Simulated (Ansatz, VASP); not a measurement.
One calculation of P, two programs

File INCAR:

```
SYSTEM = P
PREC = Accurate
ENCUT = 520
EDIFF = 1E-6
ISMEAR = 0
SIGMA = 0.15
LREAL = .FALSE.
LASPH = .TRUE.
NELM = 80
ALGO = Normal
ISIF = 2
LWAVE = .FALSE.
LCHARG = .FALSE.
NBANDS = 12
```

File KPOINTS:

```
Automatic mesh
0
G
  18 18 18
  0 0 0
```

Contents of POSCAR:

```
P
1.0
    1.5812135160      0.9129140491      3.7278821210
   -1.5812135160      0.9129140491      3.7278821210
    0.0000000000     -1.8258280982      3.7278821210
P
2
Direct
    0.2270802500      0.2270802500      0.2270802500
    0.7729197500      0.7729197500      0.7729197500
```

Input for Ansatz:

```yaml
crystal:
  lattice:
    - [1.581213516, 0.9129140491, 3.727882121]
    - [-1.581213516, 0.9129140491, 3.727882121]
    - [0.0, -1.8258280982, 3.727882121]
  atoms:
    - { symbol: P, position: [0.22708025, 0.22708025, 0.22708025] }
    - { symbol: P, position: [0.77291975, 0.77291975, 0.77291975] }
basis:
  ecutwfc: 420
kpoints:
  mp_grid: { grid: [18, 18, 18] }
hamiltonian:
  xc: lda
scf:
  occupations: { method: gaussian, width: 0.15 }
output:
  forces: true
  stress: true
  eigenvalues: true
```

Alike in both runs: task single point; functional LDA; k mesh 18 × 18 × 18; occupations gaussian, width 0.15 eV; no spin polarisation.

|  | VASP | Ansatz |
| --- | --- | --- |
| version | VASP 6.6.1 | Ansatz 0.2.0 |
| potentials or method | VASP PAW LDA potentials, release 64 (P), cutoff 520 eV | scalar-relativistic, plane waves, PAW |
| valence electrons in the cell | 10 | 10 |

|  | VASP | Ansatz | Ansatz less VASP |
| --- | --- | --- | --- |
| gap on the k mesh at the Fermi level (eV) | none | none | - |
| pressure (GPa) | 0.7 | 0.9 | +0.21 |
| traceless stress, the component that is largest in VASP (GPa) | -12.01 | -11.90 | +0.101 |
| rms of the force components (eV/Å) | 0.765 | 0.726 | -0.0383 |

LDA's correlation is that of Perdew and Zunger in VASP and of Perdew and Wang (1992) in Ansatz. Atom by atom the forces differ by 0.038 eV/Å (rms over components). A gap of «none» marks a metal or a gap that the smearing closes.
